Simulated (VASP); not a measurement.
The system is Sn3Se.

```
CELL_PARAMETERS angstrom
4.64508 0.00000 0.00000
0.00000 4.64508 0.00000
0.00000 0.00000 4.64508
ATOMIC_POSITIONS crystal
Sn 0.50000 0.50000 0.00000
Sn 0.50000 0.00000 0.50000
Sn 0.00000 0.50000 0.50000
Se 0.00000 0.00000 0.00000
```

Base run:

```yaml
Program: VASP 6.6.1
Functional: r2SCAN
Potentials_or_basis: VASP PAW PBE potentials, release 64 (Sn_d, Se)
Cutoff: 520 eV
k_mesh: 6 × 6 × 6
Occupations: fermi-dirac, width 0.05 eV
Spin: no spin polarisation
```

Its results: band gap on the k mesh zero (band 24 reaches 10.13 eV, above the bottom of band 25 at 7.46 eV); pressure 2.7 GPa.

Question: After a change of settings the same cell gave: band gap on the k mesh zero (band 24 reaches 9.98 eV, above the bottom of band 25 at 7.47 eV); pressure 0.4 GPa. Which change was it?
A. functional from r2SCAN to LDA; potentials or basis from VASP PAW PBE potentials, release 64 (Sn_d, Se) to VASP PAW LDA potentials, release 64 (Sn_d, Se)
B. functional from r2SCAN to PBEsol
C. functional from r2SCAN to PBE; further incar settings from ALGO = Normal; EDIFF = 1e-06; NBANDS = 32 to ALGO = Normal; EDIFF = 1e-07; NBANDS = 32

Answer: B.

Caveats: the PAW data sets were made with another functional, which shifts forces and pressure a little; spin-orbit coupling is left out, which moves the levels of the heavy elements.
